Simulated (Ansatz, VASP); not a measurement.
**AlC3: VASP beside Ansatz**

```
Al C
1.0
     3.13091    0.00000    0.00000
     0.00000    3.13091    0.00000
     0.00000    0.00000    3.13091
Al C
1 3
Direct
  0.00000 0.00000 0.00000
  0.00000 0.50000 0.50000
  0.50000 0.00000 0.50000
  0.50000 0.50000 0.00000
```

Alike in both runs: task single point; functional PBEsol; k mesh 14 × 14 × 14; occupations gaussian, width 0.1 eV; no spin polarisation.

```csv
,VASP,Ansatz
version,VASP 6.6.1,Ansatz 0.2.0
potentials or method,"VASP PAW PBE potentials, release 64 (Al, C), cutoff 520 eV","scalar-relativistic, plane waves, PAW"
valence electrons in the cell,15,15
```

```tsv
	VASP	Ansatz	Ansatz less VASP
gap on the k mesh at the Fermi level (eV)	none	none	-
pressure (GPa)	8.6	8.5	-0.10
```

VASP's potentials were made for PBE, not for PBEsol. A gap of «none» marks a metal or a gap that the smearing closes.
